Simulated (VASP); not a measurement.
CuAu:

```
Cu Au
1.0
     0.00000    2.47382    2.47382
     2.47382    0.00000    2.47382
     2.47382    2.47382    0.00000
Cu Au
1 1
Direct
  0.00000 0.00000 0.00000
  0.50000 0.50000 0.50000
```

| Property | Result |
| --- | --- |
| Program | VASP 6.6.1 |
| Task | relaxation of cell and atoms |
| Functional | PBE |
| Potentials or basis | VASP PAW PBE potentials, release 64 (Cu, Au) |
| Cutoff | 600 eV |
| k mesh | 6 × 6 × 6 |
| Occupations | gaussian, width 0.1 eV |
| Spin | no spin polarisation |

At the start: pressure 19.0 GPa; volume 15.14 Å³/atom.

Question: Where does the relaxation end?

Answer: Over 3 steps the energy falls by 107.6 meV/atom and the volume is 17.25 Å³/atom (+13.9 %); space group Fm-3m (No. 225, to 0.1 Å) before and after.

Step by step:
```tsv
step	energy change (eV)	largest force (eV/Å)	pressure (GPa)	volume (Å³)
1	0.0000	0.0000	19.00	30.28
2	-0.0738	0.0000	-9.05	38.85
3	-0.2152	0.0000	-0.18	34.50
```

Final structure:
```xyz
2
Lattice="0.0000 2.5838 2.5838 2.5838 0.0000 2.5838 2.5838 2.5838 0.0000" Properties=species:S:1:pos:R:3 pbc="T T T"
Cu    0.0000    0.0000    0.0000
Au    2.5838    2.5838    2.5838
```

Caveat: the k points lie up to 0.35 Å⁻¹ apart in the final cell, too coarse for converged energies and pressures of a metal.
